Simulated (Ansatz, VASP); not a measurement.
# One calculation of LiF, two programs

File INCAR:

```
SYSTEM = LiF
PREC     = Accurate       ! precision mode
ENCUT    = 520            ! plane-wave cutoff, eV
EDIFF    = 1E-7           ! SCF threshold, eV
ISMEAR   = 0              ! smearing method
SIGMA    = 0.05           ! smearing width, eV
LREAL    = .FALSE.        ! projectors in reciprocal space
LASPH    = .TRUE.         ! aspherical terms in the spheres
NELM     = 100            ! most SCF steps
ALGO     = Normal         ! electronic algorithm
ISIF     = 2              ! what is computed and relaxed
LWAVE    = .FALSE.        ! write WAVECAR
LCHARG   = .TRUE.         ! write CHGCAR
LELF     = .TRUE.         ! ELF
LVHAR    = .TRUE.       
NBANDS   = 18             ! bands
```

KPOINTS

```
regular mesh
0
G
  9 9 6
  0 0 0
```

Contents of POSCAR:

```
LiF
1.0
    3.1117150852      0.0000000000      0.0000000000
   -1.5558575426      2.6948243131      0.0000000000
    0.0000000000      0.0000000000      4.5592849428
Li F
2 2
Direct
    0.3333333333      0.6666666667      0.3839784076
    0.6666666667      0.3333333333      0.8839784076
    0.3333333333      0.6666666667      0.9910195924
    0.6666666667      0.3333333333      0.4910195924
```

Input for Ansatz:

```yaml
crystal:
  lattice:
    - [3.1117150852, 0.0, 0.0]
    - [-1.5558575426, 2.6948243131, 0.0]
    - [0.0, 0.0, 4.5592849428]
  atoms:
    - { symbol: Li, position: [0.3333333333, 0.6666666667, 0.3839784076] }
    - { symbol: Li, position: [0.6666666667, 0.3333333333, 0.8839784076] }
    - { symbol: F, position: [0.3333333333, 0.6666666667, 0.9910195924] }
    - { symbol: F, position: [0.6666666667, 0.3333333333, 0.4910195924] }
basis:
  ecutwfc: 520.0
kpoints:
  mp_grid: { grid: [9, 9, 6] }
hamiltonian:
  xc: lda
scf:
  occupations: { method: gaussian, width: 0.05 }
output:
  forces: true
  stress: true
  eigenvalues: true
```

Alike in both runs: task single point; functional LDA; k mesh 9 × 9 × 6; occupations gaussian, width 0.05 eV; no spin polarisation.

```csv
,VASP,Ansatz
version,VASP 6.6.1,Ansatz 0.2.0
potentials or method,"VASP PAW LDA potentials, release 64 (Li_sv, F), cutoff 520 eV","scalar-relativistic, plane waves, PAW"
valence electrons in the cell,20,20
```

Ansatz gave:

```
gap on the k mesh at the Fermi level (eV) : 7.61
least direct gap on the mesh (eV)         : 7.61
rms of the force components (eV/Å)        : 0.125
```

**Question.** What did VASP give for the same quantities?

**Answer.** gap on the k mesh at the Fermi level (eV): 7.59; least direct gap on the mesh (eV): 7.59; rms of the force components (eV/Å): 0.128.

LDA's correlation is that of Perdew and Zunger in VASP and of Perdew and Wang (1992) in Ansatz. Atom by atom the forces differ by 0.004 eV/Å (rms over components).

Noted on VASP's run: the cutoff is short for stress, so the pressure is rough.
